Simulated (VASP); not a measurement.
A run of VASP 6.6.1 is set up as follows.

File INCAR:

```
PREC = Accurate
ENCUT = 520
EDIFF = 1E-6
ISMEAR = 0
SIGMA = 0.05
LREAL = F
LASPH = T
NELM = 80
ALGO = Normal
ISIF = 2
LWAVE = F
LCHARG = F
NBANDS = 11
```

The input KPOINTS:

```
regular mesh
0
Gamma
  13 13 13
```

POSCAR

```
C
1.0
    0.0000000000      1.8183469191      1.8183469191
    1.8183469191      0.0000000000      1.8183469191
    1.8183469191      1.8183469191      0.0000000000
C
2
Direct
    0.7500000000      0.7500000000      0.7500000000
    0.5000000000      0.5000000000      0.5000000000
```

Potentials or basis: VASP PAW LDA potentials, release 64 (C).

Run with:

```sh
$ cat potpaw_LDA.64/C/POTCAR > POTCAR
$ mpirun -np 1 vasp_std > vasp.out
```

(1) Predict the band gap on the k mesh.

(2) Predict the pressure.

## Answers

(1) 3.97 eV, indirect (least direct gap 5.38 eV).

(2) -33.8 GPa.
